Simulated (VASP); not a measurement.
Input of a VASP 6.6.1 run:

The input INCAR:

```
SYSTEM = GaP
PREC = Accurate
ENCUT = 520
EDIFF = 1E-6
ISMEAR = -1
SIGMA = 0.02
LREAL = .False.
LASPH = .True.
NELM = 80
ALGO = Normal
ISIF = 2
LWAVE = .False.
LCHARG = .True.
GGA = PE
LELF = .True.
LVHAR = .True.
NBANDS = 16
```

KPOINTS

```
regular mesh
0
Gamma
  14 14 14
  0 0 0
```

The input POSCAR:

```
GaP
1.0
    0.0000000000      2.7069591804      2.7069591804
    2.7069591804      0.0000000000      2.7069591804
    2.7069591804      2.7069591804      0.0000000000
Ga P
1 1
Direct
    0.0000000000      0.0000000000      0.0000000000
    0.2500000000      0.2500000000      0.2500000000
```

Potentials or basis: VASP PAW PBE potentials, release 64 (Ga_d, P).

Launch:

```bash
$ cat potpaw_PBE.64/Ga_d/POTCAR potpaw_PBE.64/P/POTCAR > POTCAR
$ mpirun -np 1 vasp_std > vasp.out
```

(1) Estimate the band gap on the k mesh.

(2) What does it give for the pressure?

Answers

(1) 1.56 eV, indirect (least direct gap 2.00 eV).

(2) 4.3 GPa.
